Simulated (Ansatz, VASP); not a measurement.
**Two plane-wave programs on C**

File INCAR:

```
ALGO     = Normal         # electronic algorithm
DIPOL    = 0.5 0.5 0.500
EDIFF    = 1E-6           # SCF threshold, eV
ENCUT    = 520            # plane-wave cutoff, eV
GGA_COMPAT= False        
IDIPOL   = 3            
ISIF     = 2              # what is computed and relaxed
ISMEAR   = 0              # smearing method
LASPH    = True           # aspherical terms in the spheres
LCHARG   = True           # write CHGCAR
LDIPOL   = True         
LELF     = True           # ELF
LREAL    = False          # projectors in reciprocal space
LVACPOTAV= True         
LVHAR    = True         
LWAVE    = False          # write WAVECAR
NBANDS   = 11             # bands
NELM     = 120            # most SCF steps
NELMDL   = -8           
PREC     = Accurate       # precision mode
SIGMA    = 0.1            # smearing width, eV
```

Contents of KPOINTS:

```
k-points
0
Gamma
  21 21 1
```

File POSCAR:

```
C
1.0
    2.2630000000      0.0000000000      0.0000000000
   -1.1315000000      1.9598154888      0.0000000000
    0.0000000000      0.0000000000     28.0000000000
C
2
Direct
    0.3333333333      0.6666666667      0.5051071429
    0.6666666667      0.3333333333      0.4948928571
```

Input for Ansatz:

```yaml
crystal:
  lattice:
    - [2.263, 0.0, 0.0]
    - [-1.1315, 1.9598154888, 0.0]
    - [0.0, 0.0, 28.0]
  atoms:
    - { symbol: C, position: [0.3333333333, 0.6666666667, 0.5051071429] }
    - { symbol: C, position: [0.6666666667, 0.3333333333, 0.4948928571] }
  periodic: [true, true, false]
basis:
  ecutwfc: 420
kpoints:
  mp_grid: { grid: [21, 21, 1] }
hamiltonian:
  xc: lda
scf:
  occupations: { method: gaussian, width: 0.1 }
output:
  forces: true
  stress: true
  eigenvalues: true
```

Alike in both runs: task single point; functional LDA; k mesh 21 × 21 × 1; occupations gaussian, width 0.1 eV; no spin polarisation.

```csv
,VASP,Ansatz
version,VASP 6.6.1,Ansatz 0.2.0
potentials or method,"VASP PAW LDA potentials, release 64 (C), cutoff 520 eV","scalar-relativistic, plane waves, PAW"
valence electrons in the cell,8,8
```

|  | VASP | Ansatz | Ansatz less VASP |
| --- | --- | --- | --- |
| gap on the k mesh at the Fermi level (eV) | none | none | - |
| rms of the force components (eV/Å) | 2.649 | 2.665 | +0.0162 |
| work function, face that differs most (eV) | 3.87 | 3.87 | +0.007 |

LDA's correlation is that of Perdew and Zunger in VASP and of Perdew and Wang (1992) in Ansatz. Atom by atom the forces differ by 0.016 eV/Å (rms over components). A gap of «none» marks a metal or a gap that the smearing closes.
